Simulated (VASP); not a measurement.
Here is a VASP 6.6.1 calculation.

Contents of INCAR:

```
SYSTEM = Sb
  PREC = Accurate
  ENCUT = 520
  EDIFF = 1E-6
  ISMEAR = -1
  SIGMA = 0.05
  LREAL = .False.
  LASPH = .True.
  NELM = 100
  ALGO = Normal
  ISIF = 2
  LWAVE = .False.
  LCHARG = .True.
  LELF = .True.
  LVHAR = .True.
  NBANDS = 8
```

The input KPOINTS:

```
regular mesh
0
Gamma
  12 12 12
  0 0 0
```

Contents of POSCAR:

```
Sb
1.0
   -1.5443568632      1.5443568632      2.6565772150
    1.5443568632     -1.5443568632      2.6565772150
    1.5443568632      1.5443568632     -2.6565772150
Sb
1
Direct
    0.0000000000      0.0000000000      0.0000000000
```

Potentials or basis: VASP PAW LDA potentials, release 64 (Sb).

Command:

```console
$ cat potpaw_LDA.64/Sb/POTCAR > POTCAR
$ mpirun -np 1 vasp_std > vasp.out
```

Task: Predict the pressure.

Result: 2.0 GPa.

Stress tensor (GPa, compression positive):
```
2.40 0.00 0.00
0.00 2.40 0.00
0.00 0.00 1.26
```
